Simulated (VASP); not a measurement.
MgO:

```xyz
2
Lattice="2.7808 0.0000 0.0000 0.0000 2.7808 0.0000 0.0000 0.0000 2.7808" Properties=species:S:1:pos:R:3 pbc="T T T"
Mg    0.0000    0.0000    0.0000
O     1.3904    1.3904    1.3904
```

This cell differs from its parent crystal: strain +6.0%.

Base run:

- Program: VASP 6.6.1
- Functional: r2SCAN
- Potentials or basis: VASP PAW PBE potentials, release 64 (Mg, O)
- Cutoff: 520 eV
- k mesh: 10 × 10 × 10
- Occupations: gaussian, width 0.01 eV
- Spin: no spin polarisation

Its results: band gap on the k mesh 1.96 eV, indirect (least direct gap 2.83 eV); pressure -20.1 GPa.

Question: The run is repeated on the same cell with these changes: functional from r2SCAN to PBE; occupations from gaussian, width 0.01 eV to fermi-dirac, width 0.02 eV. What comes out?

Answer: Band gap on the k mesh 1.21 eV, indirect (least direct gap 2.04 eV); pressure -14.6 GPa.

Caveats: the PAW data sets were made with another functional, which shifts forces and pressure a little (some runs).

A k mesh can miss the band edges.
